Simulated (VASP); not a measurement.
Here is a VASP 6.6.1 calculation.

The input INCAR:

```
ALGO = Normal ; EDIFF = 1E-7
ENCUT = 520 ; ISIF = 2
ISMEAR = -1 ; LASPH = T
LCHARG = F ; LREAL = F
LWAVE = F ; NBANDS = 33
NELM = 80 ; PREC = Accurate
SIGMA = 0.08
```

The input KPOINTS:

```
k-points
0
Gamma
  13 13 13
```

File POSCAR:

```
TiO2
1.0
   -1.8925000000      1.8925000000      4.7094300000
    1.8925000000     -1.8925000000      4.7094300000
    1.8925000000      1.8925000000     -4.7094300000
Ti O
2 4
Direct
    0.0000000000      0.0000000000      0.0000000000
    0.7500000000      0.2500000000      0.5000000000
    0.2066000000      0.2066000000      0.0000000000
    0.9566000000      0.4566000000      0.5000000000
    0.5434000000      0.0434000000      0.5000000000
    0.7934000000      0.7934000000      0.0000000000
```

Potentials or basis: VASP PAW LDA potentials, release 64 (Ti_sv, O).

Launch:

```sh
$ cat potpaw_LDA.64/Ti_sv/POTCAR potpaw_LDA.64/O/POTCAR > POTCAR
$ mpirun -np 1 vasp_std > vasp.out
```

**Question.** Estimate the pressure.

**Answer.** -2.4 GPa.

**Question.** Predict the band gap on the k mesh.

**Answer.** 2.06 eV (least direct gap 2.35 eV).

**Question.** What does it give for the largest force?

**Answer.** 0.352 eV/Å.

Forces in eV/Å, atoms in the order of the input:
```
Ti   0.000  0.000  0.000
Ti   0.000  0.000  0.000
O    0.000  0.000  0.352
O    0.000  0.000  0.352
O    0.000  0.000 -0.352
O    0.000  0.000 -0.352
```

Caveat: the cell differs from its parent crystal (zz strain of -1 %); the stress differs along the axes, from -5 to 2 GPa. A k mesh can miss the band edges.
